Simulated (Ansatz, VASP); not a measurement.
**One calculation of LiHf3Si, two programs**

INCAR

```
SYSTEM = LiHf3Si
PREC     = Accurate       ! precision mode
ENCUT    = 600            ! plane-wave cutoff, eV
EDIFF    = 1E-7           ! SCF threshold, eV
ISMEAR   = 0              ! smearing method
SIGMA    = 0.1            ! smearing width, eV
LREAL    = .False.        ! projectors in reciprocal space
LASPH    = .True.         ! aspherical terms in the spheres
NELM     = 100            ! most SCF steps
ALGO     = Fast           ! electronic algorithm
ISIF     = 3              ! what is computed and relaxed
LWAVE    = .False.        ! write WAVECAR
LCHARG   = .False.        ! write CHGCAR
GGA      = PE             ! functional
IBRION   = 2              ! ionic algorithm
NSW      = 100            ! ionic steps
EDIFFG   = -0.01          ! ionic threshold
```

File KPOINTS:

```
Automatic mesh
0
Gamma
  8 8 8
  0 0 0
```

POSCAR

```
LiHf3Si
1.0
    4.9463578861      0.0000000000      0.0000000000
    0.0000000000      4.9463578861      0.0000000000
    0.0000000000      0.0000000000      4.9463578861
Li Hf Si
1 3 1
Direct
    0.0000000000      0.0000000000      0.0000000000
    0.0000000000      0.5000000000      0.5000000000
    0.5000000000      0.0000000000      0.5000000000
    0.5000000000      0.5000000000      0.0000000000
    0.5000000000      0.5000000000      0.5000000000
```

Input for Ansatz:

```yaml
crystal:
  lattice:
    - [4.9463578861, 0.0, 0.0]
    - [0.0, 4.9463578861, 0.0]
    - [0.0, 0.0, 4.9463578861]
  atoms:
    - { symbol: Li, position: [0.0, 0.0, 0.0] }
    - { symbol: Hf, position: [0.0, 0.5, 0.5] }
    - { symbol: Hf, position: [0.5, 0.0, 0.5] }
    - { symbol: Hf, position: [0.5, 0.5, 0.0] }
    - { symbol: Si, position: [0.5, 0.5, 0.5] }
basis:
  ecutwfc: 420
kpoints:
  mp_grid: { grid: [8, 8, 8] }
hamiltonian:
  xc: pbe
scf:
  occupations: { method: gaussian, width: 0.1 }
output:
  forces: true
  stress: true
  eigenvalues: true
relax:
  adjacent_minimum: "off"
  f_tol: 0.01
  max_steps: 80
  cell: { stress_tol: 0.05 }
```

Alike in both runs: task relaxation of cell and atoms; functional PBE; k mesh 8 × 8 × 8; occupations gaussian, width 0.1 eV; no spin polarisation.

```csv
,VASP,Ansatz
version,VASP 6.6.1,Ansatz 0.2.0
potentials or method,"VASP PAW PBE potentials, release 64 (Li_sv, Hf_pv, Si), cutoff 600 eV","scalar-relativistic, plane waves, PAW"
valence electrons in the cell,37,85
```

```tsv
	VASP	Ansatz	Ansatz less VASP
gap on the k mesh at the Fermi level, each at its own relaxed structure (eV)	none	none	-
relaxed volume (Å³/atom)	24.24	24.28	+0.047
relaxed length of the cell vector where the two differ most in proportion (Å)	4.949	4.952	+0.0032
```

A gap of «none» marks a metal or a gap that the smearing closes. VASP's potentials hold 37 valence electrons a cell and Ansatz's 85, so a difference there can come from the potentials and not from the codes.

Spin-orbit coupling is off throughout. Noted on VASP's run: the cutoff is under 1.25 times that of the potentials, so the pressure is a little rough.
